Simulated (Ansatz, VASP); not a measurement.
One calculation of SrCl2, two programs

```
Sr Cl
1.0
     0.00000    3.62480    3.58961
     3.34326    0.00000    3.58961
     3.34326    3.62480    0.00000
Sr Cl
1 2
Direct
  0.00000 0.00000 0.00000
  0.25000 0.25000 0.25000
  0.75000 0.75000 0.75000
```

Change from the starting cell: strain +e along x and -e along y -0.0400, strain +e along z and -e/2 along x and y +0.0200.

Alike in both runs: task single point; functional PBE; k mesh 6 × 6 × 6; occupations gaussian, width 0.05 eV; no spin polarisation.

|  | VASP | Ansatz |
| --- | --- | --- |
| version | VASP 6.6.1 | Ansatz 0.2.0 |
| potentials or method | VASP PAW PBE potentials, release 64 (Sr_sv, Cl), cutoff 520 eV | scalar-relativistic, plane waves, PAW |
| valence electrons in the cell | 24 | 24 |

|  | VASP | Ansatz | Ansatz less VASP |
| --- | --- | --- | --- |
| gap on the k mesh at the Fermi level (eV) | 4.78 | 4.78 | +0.003 |
| least direct gap on the mesh (eV) | 5.03 | 5.03 | +0.001 |
| pressure (GPa) | 0.2 | 0.2 | -0.07 |
| traceless stress, the component that is largest in VASP (GPa) | 2.62 | 2.63 | +0.015 |
